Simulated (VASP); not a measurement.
# Ti3H in VASP: a series of runs, part 2 of 2

VASP 6.6.1.

### 3 Single point, PBE

File INCAR:

```
SYSTEM = Ti3H
PREC = Accurate ; ENCUT = 520
EDIFF = 1E-7 ; ISMEAR = 0
SIGMA = 0.1 ; LREAL = .False.
LASPH = .True. ; NELM = 80
ALGO = Normal ; ISIF = 2
LWAVE = .False. ; LCHARG = .False.
LDIPOL = .True. ; IDIPOL = 3
DIPOL = 0.5 0.5 0.315 ; GGA = PE
NBANDS = 47
```

File KPOINTS:

```
Automatic mesh
0
Gamma
  6 6 1
  0 0 0
```

File POSCAR:

```
Ti3H
1.0
    4.6037402164      0.0000000000      0.0000000000
   -2.3018701082      3.9869559799      0.0000000000
    0.0000000000      0.0000000000     22.4968206792
Ti H
6 2
Direct
    0.6666666667      0.3333333333      0.1778029019
    0.3333333333      0.6666666667      0.2195747837
    0.0000000000      0.0000000000      0.2613466656
    0.6666666667      0.3333333333      0.2980472718
    0.3333333333      0.6666666667      0.3304570052
    0.0000000000      0.0000000000      0.3776898434
    0.4001898503      1.0000000000      0.4261411342
    0.5998101497      1.0000000000      0.4261411342
```

Potentials or basis: VASP PAW PBE potentials, release 64 (Ti_sv, H).

Launch:

```
$ cat potpaw_PBE.64/Ti_sv/POTCAR potpaw_PBE.64/H/POTCAR > POTCAR
$ mpirun -np 1 vasp_std > vasp.out
```

OUTCAR:

```text
SYSTEM = Ti3H
   PREC = Accurate
   ENCUT = 520
   EDIFF = 1E-7
   ISMEAR = 0
   LREAL = .False.
   LASPH = .True.
   NELM = 80
   ISIF = 2
   GGA = PE

 ion  position               nearest neighbor table
   1  0.667  0.333  0.178-   4 2.71   2 2.82   2 2.82   2 2.82
   2  0.333  0.667  0.220-   5 2.49   1 2.82   1 2.82   3 2.82   1 2.82   3 2.82   3 2.82
   3  0.000  0.000  0.261-   6 2.62   4 2.78   4 2.78   4 2.78   2 2.82   2 2.82   2 2.82
   4  0.667  0.333  0.298-   1 2.71   5 2.76   5 2.76   5 2.76   3 2.78   3 2.78   3 2.78
   5  0.333  0.667  0.330-   2 2.49   4 2.76   4 2.76   4 2.76   6 2.86   6 2.86   6 2.86
   6  0.000  0.000  0.378-   3 2.62   5 2.86   5 2.86   5 2.86
   7  0.400  0.000  0.426-
   8  0.600  0.000  0.426-

  LATTYP: Found a hexagonal cell.
 ALAT       =     4.6037402164
 C/A-ratio  =     4.8866399105

  Lattice vectors:

 A1 = (   4.6037402164,   0.0000000000,   0.0000000000)
 A2 = (  -2.3018701082,   3.9869559799,   0.0000000000)
 A3 = (   0.0000000000,   0.0000000000,  22.4968206792)

Analysis of symmetry for initial positions (statically):
=====================================================================
 Subroutine PRICEL returns:
 Original cell was already a primitive cell.

 Routine SETGRP: Setting up the symmetry group for a
 hexagonal supercell.

 Subroutine GETGRP returns: Found  2 space group operations
 (whereof  2 operations were pure point group operations)
 out of a pool of 24 trial point group operations.

The static configuration has the point symmetry C_1h.

Analysis of symmetry for dynamics (positions and initial velocities):
=====================================================================
 Subroutine PRICEL returns:
 Original cell was already a primitive cell.

 Routine SETGRP: Setting up the symmetry group for a
 hexagonal supercell.

 Subroutine GETGRP returns: Found  2 space group operations
 (whereof  2 operations were pure point group operations)
 out of a pool of 24 trial point group operations.

The dynamic configuration has the point symmetry C_1h.

 Subroutine INISYM returns: Found  2 space group operations
 (whereof  2 operations are pure point group operations),
 and found     1 'primitive' translations

----------------------------------------------------------------------------------------

                                     Primitive cell

  volume of cell :     412.9271

  direct lattice vectors                    reciprocal lattice vectors
     4.603740216  0.000000000  0.000000000     0.217214689  0.125408959  0.000000000
    -2.301870108  3.986955980  0.000000000     0.000000000  0.250817918  0.000000000
     0.000000000  0.000000000 22.496820679     0.000000000  0.000000000  0.044450725

  length of vectors
     4.603740216  4.603740216 22.496820679     0.250817918  0.250817918  0.044450725

  position of ions in fractional coordinates (direct lattice)
     0.666666667  0.333333333  0.177802902
     0.333333333  0.666666667  0.219574784
     0.000000000  0.000000000  0.261346666
     0.666666667  0.333333333  0.298047272
[... 56 lines left out ...]
  0.333333  0.333333  0.000000      2.000000
   k-points           NKPTS =     13   k-points in BZ     NKDIM =     13   number of bands    NBANDS=     47
   number of dos      NEDOS =    301   number of ions     NIONS =      8
   total plane-waves  NPLWV = 217728
   dimension x,y,z NGX =    36 NGY =   36 NGZ =  168
   dimension x,y,z NGXF=    72 NGYF=   72 NGZF=  336
   ions per type =               6   2
   NGX,Y,Z   is equivalent  to a cutoff of  13.00, 13.00, 12.41 a.u.
   NGXF,Y,Z  is equivalent  to a cutoff of  26.00, 26.00, 24.83 a.u.
 SYSTEM =  Ti3H
   PREC   = accura    normal or accurate (medium, high low for compatibility)
   ISTART =      0    job   : 0-new  1-cont  2-samecut
   ICHARG =      2    charge: 1-file 2-atom 10-const
   ISPIN  =      1    spin polarized calculation?
   LNONCOLLINEAR =      F non collinear calculations
   LSORBIT =      F    spin-orbit coupling
   LASPH  =      T    aspherical Exc in radial PAW
   ENCUT  =  520.0 eV  38.22 Ry    6.18 a.u.   8.56  8.56 41.83*2*pi/ulx,y,z
   NELM   =     80;   NELMIN=  2; NELMDL= -5     # of ELM steps
   EDIFF  = 0.1E-06   stopping-criterion for ELM
   LREAL  =      F    real-space projection
   EDIFFG = 0.1E-05   stopping-criterion for IOM
   NSW    =      0    number of steps for IOM
   IBRION =     -1    ionic relax: 0-MD 1-quasi-New 2-CG
   NFREE  =      0    steps in history (QN), initial steepest desc. (CG)
   ISIF   =      2    stress and relaxation
   ISYM   =      2    0-nonsym 1-usesym 2-fastsym
   POTIM  = 0.5000    time-step for ionic-motion
   TEBEG  =    0.0;   TEEND  =   0.0 temperature during run
   PSTRESS=    0.0 pullay stress
   NELECT =      74.0000    total number of electrons
   NUPDOWN=      -1.0000    fix difference up-down
   EMIN   =  10.00;   EMAX   =-10.00  energy-range for DOS
   EFERMI =   0.00;   METHOD = LEGACY
   ISMEAR =     0;   SIGMA  =   0.10  broadening in eV -4-tet -1-fermi 0-gaus
   EFERMI_NEDOS =   21; number of points for ismear=-14 and -15
   IALGO  =     38    algorithm
   IMIX   =      4    mixing-type and parameters
     AMIX     =   0.40;   BMIX     =  1.00
     AMIX_MAG =   1.60;   BMIX_MAG =  1.00
  volume/ion in A,a.u.               =      51.62       348.32
  Fermi-wavevector in a.u.,A,eV,Ry     =   0.922984  1.744187 11.590801  0.851900
  Thomas-Fermi vector in A             =   2.048571
   LORBIT       =      0    0 simple, 1 ext, 2 COOP (PROOUT), +10 PAW based schemes
   GGA     = PE    functional components
   LHFCALC =     F    Hartree Fock is set to
   AEXX    =    0.0000 exact exchange contribution
   IVDW    =     0    specifies the selected vdW correction
   LEPSILON=     F    determine dielectric tensor
   LRPA    =     F    only Hartree local field effects (RPA)
 non-spin polarized calculation
 Gauss-broadening in eV      SIGMA  =   0.10
  energy-cutoff  :      520.00
  volume of cell :      412.93
 maximum number of plane-waves:     11163
 NGX is ok and might be reduce to    36
   NGX = 17   NGY = 17   NGZ = 83

 dipolmoment           0.000000      0.000000      0.000305 electrons x Angstroem

 number of electron      73.9999981 magnetization

 dipolmoment           0.000000      0.000000     -0.008893 electrons x Angstroem

 Free energy of the ion-electron system (eV)
  ---------------------------------------------------
  ext. energy  EPLUGINS =         0.00000000
  ---------------------------------------------------
  free energy    TOTEN  =       -47.91949917 eV

  energy without entropy =      -47.82777786  energy(sigma->0) =      -47.87363851

 E-fermi :  -0.2850     XC(G=0):  -3.9975

 val. band max:       -0.2858550444   @ k =   0.3333   0.0000   0.0000
 cond. band min:      -0.2792351415   @ k =  -0.3333   0.1667   0.0000
 fundamental gap:      0.0066199029
 Fermi energy:        -0.2849649803

 k-point     1 :       0.0000    0.0000    0.0000
  band No.  band energies     occupation
      1     -57.3500      2.00000
      2     -57.1683      2.00000
      3     -56.7842      2.00000
      4     -56.6678      2.00000
      5     -56.6254      2.00000
      6     -56.5271      2.00000
[... 639 lines left out ...]
     46       1.0522      0.00000
     47       1.1377      0.00000

------------------------ aborting loop because EDIFF is reached ----------------------------------------

 vacuum level on the upper side and lower side of the slab       (xc-potential included)        -0.051         0.035

  FORCE on cell =-STRESS in cart. coord.  units (eV):
  Direction    XX          YY          ZZ          XY          YZ          ZX
  --------------------------------------------------------------------------------------
  -------------------------------------------------------------------------------------
  Total       -2.6808388     -3.3673754     -1.3396662      0.0000000     -1.2786259      0.0000000
  in kB      -10.4017853    -13.0655807     -5.1979702      0.0000000     -4.9611307      0.0000000
  external PRESSURE =      -9.5551121 kB  Pullay stress =       0.0000000 kB

 VOLUME and BASIS-vectors are now :
 -----------------------------------------------------------------------------
  energy-cutoff  :      520.00
  volume of cell :      412.93
      direct lattice vectors                 reciprocal lattice vectors
     4.603740216  0.000000000  0.000000000     0.217214689  0.125408959  0.000000000
    -2.301870108  3.986955980  0.000000000     0.000000000  0.250817918  0.000000000
     0.000000000  0.000000000 22.496820679     0.000000000  0.000000000  0.044450725

 POSITION                                       TOTAL-FORCE (eV/Angst)
 -----------------------------------------------------------------------------------
      2.30187      1.32899      4.00000         0.000000     -0.038162      0.168696
     -0.00000      2.65797      4.93973         0.000000      0.023005      0.311889
      0.00000      0.00000      5.87947         0.000000      0.002918     -0.587154
      2.30187      1.32899      6.70512         0.000000      0.098630     -0.345425
     -0.00000      2.65797      7.43423         0.000000      0.483538      1.069916
      0.00000      0.00000      8.49682         0.000000      0.044895     -0.220047
      1.84237      0.00000      9.58682         0.967428     -0.307412     -0.198937
      2.76137      0.00000      9.58682        -0.967428     -0.307412     -0.198937
 -----------------------------------------------------------------------------------
    total drift:                               -0.000000     -0.000001      0.000383

  FREE ENERGIE OF THE ION-ELECTRON SYSTEM (eV)
  ---------------------------------------------------
  free  energy   TOTEN  =       -47.9194991663 eV

  energy  without entropy=      -47.8277778573  energy(sigma->0) =      -47.87363851

 vacuum level on the upper side and lower side of the slab         3.038         3.125
```

Wall time 6.9 min (1 thread of Intel Xeon 6975P-C (Granite Rapids), shared host); peak memory 0.56 GiB.

What came out:

| Quantity | Value |
| --- | --- |
| Free energy | -47.9195 eV |
| Largest force | 1.174 eV/Å |
| Band gap on the k mesh | zero (bands 37 and 38 overlap by 0.18 eV) |

Forces on the atoms (eV/Å):
```
Ti   0.000 -0.038  0.169
Ti   0.000  0.023  0.312
Ti   0.000  0.003 -0.587
Ti   0.000  0.099 -0.345
Ti   0.000  0.484  1.070
Ti   0.000  0.045 -0.220
H    0.967 -0.307 -0.199
H   -0.967 -0.307 -0.199
```

### 4 Single point, PBE

File INCAR:

```
SYSTEM = Ti3H
  ALGO = Normal
  DIPOL = 0.5 0.5 0.322
  EDIFF = 1E-6
  ENCUT = 520
  GGA = PE
  IDIPOL = 3
  ISIF = 2
  ISMEAR = 0
  LASPH = .True.
  LCHARG = .False.
  LDIPOL = .True.
  LREAL = .False.
  LWAVE = .False.
  NBANDS = 47
  NELM = 100
  PREC = Accurate
  SIGMA = 0.1
```

File KPOINTS:

```
k-points
0
Gamma
  6 6 1
  0 0 0
```

Edit POSCAR of step 3 so:

```diff
@@ -14,3 +14,3 @@
     0.0000000000      0.0000000000      0.3776898434
-    0.4001898503      1.0000000000      0.4261411342
-    0.5998101497      1.0000000000      0.4261411342
+    0.4001898503      1.0000000000      0.4545895985
+    0.5998101497      1.0000000000      0.4545895985
```

Launch:

```
$ cat potpaw_PBE.64/Ti_sv/POTCAR potpaw_PBE.64/H/POTCAR > POTCAR
$ mpirun -np 1 vasp_std > vasp.out
```

Wall time 6.7 min (1 thread of Intel Xeon 6975P-C (Granite Rapids), shared host); peak memory 0.55 GiB.

It converged, with:

```yaml
Free_energy: -47.9641 eV
Largest_force: 2.633 eV/Å
Band_gap_on_the_k_mesh: zero (bands 37 and 38 overlap by 0.27 eV)
```

Forces in eV/Å, atoms in the order of the input:
```
Ti   0.000  0.010  0.135
Ti   0.000 -0.078  0.489
Ti   0.000  0.005 -0.408
Ti   0.000  0.090 -0.145
Ti   0.000  0.082  0.052
Ti   0.000  0.014 -0.340
H    2.630 -0.062  0.109
H   -2.630 -0.062  0.109
```

Levels at points of the mesh, in eV from the Fermi level:
```tsv
k point	band 35	band 36	band 37	band 38	band 39	band 40
(0.00, 0.00, 0.00)	-0.45	-0.19	-0.19	-0.16	0.02	0.03
(0.50, 0.00, 0.00)	-0.31	-0.22	-0.10	0.03	0.23	0.35
(0.00, 0.50, 0.00)	-0.38	-0.27	-0.13	0.03	0.06	0.39
```

### 5 Single point, PBE

File INCAR:

```
SYSTEM = Ti3H
  PREC = Accurate
  ENCUT = 520
  EDIFF = 1E-6
  ISMEAR = 0
  SIGMA = 0.1
  LREAL = .False.
  LASPH = .True.
  NELM = 80
  ALGO = Normal
  ISIF = 2
  LWAVE = .False.
  LCHARG = .False.
  LDIPOL = .True.
  IDIPOL = 3
  DIPOL = 0.5 0.5 0.331
  GGA = PE
  NBANDS = 47
```

File KPOINTS:

```
regular mesh
0
Gamma
  6 6 1
  0 0 0
```

Edit POSCAR of step 4 so:

```diff
@@ -14,3 +14,3 @@
     0.0000000000      0.0000000000      0.3776898434
-    0.4001898503      1.0000000000      0.4545895985
-    0.5998101497      1.0000000000      0.4545895985
+    0.4001898503      1.0000000000      0.4932617296
+    0.5998101497      1.0000000000      0.4932617296
```

Launch:

```
$ cat potpaw_PBE.64/Ti_sv/POTCAR potpaw_PBE.64/H/POTCAR > POTCAR
$ mpirun -np 1 vasp_std > vasp.out
```

Wall time 7.2 min (1 thread of Intel Xeon 6975P-C (Granite Rapids), shared host); peak memory 0.55 GiB.

The run converged. Its results:

```
Free energy            : -48.1099 eV
Largest force          : 3.408 eV/Å
Band gap on the k mesh : zero (bands 37 and 38 overlap by 0.23 eV)
```

Forces in eV/Å, atoms in the order of the input:
```
Ti   0.000  0.013  0.138
Ti   0.000 -0.033  0.501
Ti   0.000 -0.002 -0.531
Ti   0.000  0.024 -0.044
Ti   0.000  0.010 -0.038
Ti   0.000 -0.012 -0.140
H    3.408  0.000  0.057
H   -3.408  0.000  0.057
```

Levels at points of the mesh, in eV from the Fermi level:
| k point | band 33 | band 34 | band 35 | band 36 | band 37 | band 38 | band 39 | band 40 | band 41 | band 42 |
| --- | --- | --- | --- | --- | --- | --- | --- | --- | --- | --- |
| (0.00, 0.00, 0.00) | -0.64 | -0.45 | -0.45 | -0.17 | -0.17 | -0.14 | 0.04 | 0.04 | 0.55 | 0.86 |
| (0.50, 0.00, 0.00) | -0.63 | -0.37 | -0.29 | -0.26 | -0.10 | 0.05 | 0.14 | 0.40 | 0.49 | 0.67 |
| (0.00, 0.50, 0.00) | -0.64 | -0.37 | -0.35 | -0.27 | -0.12 | 0.05 | 0.07 | 0.41 | 0.59 | 0.67 |

### 6 Single point, PBE

File INCAR:

```
SYSTEM = Ti3H
  PREC = Accurate
  ENCUT = 520
  EDIFF = 1E-6
  ISMEAR = 0
  SIGMA = 0.1
  LREAL = .FALSE.
  LASPH = .TRUE.
  NELM = 100
  ALGO = Normal
  ISIF = 2
  LWAVE = .FALSE.
  LCHARG = .FALSE.
  LDIPOL = .TRUE.
  IDIPOL = 3
  DIPOL = 0.5 0.5 0.343
  GGA = PE
  NBANDS = 47
```

File KPOINTS:

```
Automatic mesh
0
G
  6 6 1
  0 0 0
```

Edit POSCAR of step 5 so:

```diff
@@ -14,3 +14,3 @@
     0.0000000000      0.0000000000      0.3776898434
-    0.4001898503      1.0000000000      0.4932617296
-    0.5998101497      1.0000000000      0.4932617296
+    0.4001898503      1.0000000000      0.5377124551
+    0.5998101497      1.0000000000      0.5377124551
```

Potentials or basis: VASP PAW PBE potentials, release 64 (Ti_sv, H).

Launch:

```
$ cat potpaw_PBE.64/Ti_sv/POTCAR potpaw_PBE.64/H/POTCAR > POTCAR
$ mpirun -np 1 vasp_std > vasp.out
```

Run time: 8.5 min. Hardware: 1 thread of Intel Xeon 6975P-C (Granite Rapids), shared host; peak memory 0.55 GiB.

It converged, with:

| Item | Value |
| --- | --- |
| Free energy | -48.1687 eV |
| Largest force | 3.527 eV/Å |
| Band gap on the k mesh | zero (bands 37 and 38 overlap by 0.25 eV) |

Forces on the atoms (eV/Å):
```
Ti   0.000  0.002  0.138
Ti   0.000 -0.004  0.490
Ti   0.000  0.000 -0.580
Ti   0.000  0.003 -0.037
Ti   0.000  0.001  0.003
Ti   0.000 -0.002 -0.033
H    3.527  0.001  0.009
H   -3.527  0.001  0.009
```

Levels at points of the mesh, in eV from the Fermi level:
```
           k point  band 35  band 36  band 37  band 38  band 39  band 40
(0.00, 0.00, 0.00)    -0.45    -0.16    -0.16    -0.13     0.04     0.04
(0.50, 0.00, 0.00)    -0.31    -0.26    -0.11     0.05     0.10     0.41
(0.00, 0.50, 0.00)    -0.32    -0.27    -0.11     0.05     0.09     0.41
```

### 7 The runs side by side

| cell | gap on the mesh (eV) | largest force (eV/Å) |
| --- | --- | --- |
| as given, atomic positions A | none | 1.72 |
| as given, atomic positions B | none | 1.17 |
| as given, atomic positions C | none | 2.63 |
| as given, atomic positions D | none | 3.41 |
| as given, atomic positions E | none | 3.53 |

Alike in all rows: task single point; level PBE; potentials or basis VASP PAW PBE potentials, release 64 (Ti_sv, H); no spin polarisation; k mesh 6 × 6 × 1; cutoff (eV) 520; smearing gaussian 0.1 eV.

Absolute energies hang on the potentials; compare differences alone.
